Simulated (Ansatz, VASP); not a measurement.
# Hg: VASP beside Ansatz

```
Hg
1.0
     3.18968    0.00000    0.00000
    -1.59484    2.76234    0.00000
     0.00000    0.00000   10.65825
Hg
4
Cartesian
  -1.5948 2.7623 10.6583
  -1.5948 2.7623 5.3291
  0.0000 1.8416 2.6646
  1.5948 0.9208 7.9937
```

Alike in both runs: functional PBEsol; k mesh 11 × 11 × 3; occupations fermi-dirac, width 0.1 eV; no spin polarisation.

Ansatz relaxed the structure, and its values are those at the end. VASP's run is a single point on that final structure, the one shown.

```csv
,VASP,Ansatz
version,VASP 6.6.1,Ansatz 0.2.0
potentials or method,"VASP PAW PBE potentials, release 64 (Hg), cutoff 520 eV","plane waves (420 eV) with PAW, scalar-relativistic"
valence electrons in the cell,48,80
```

VASP gave:

```
pressure (GPa) : 0.3
```

Estimate Ansatz's values.

pressure (GPa): 0.0.

VASP's potentials were made for PBE, not for PBEsol, and Ansatz warns of the same on its side. VASP's potentials hold 48 valence electrons a cell and Ansatz's 80, so a difference there can come from the potentials and not from the codes.

Neither program's run includes spin-orbit coupling.
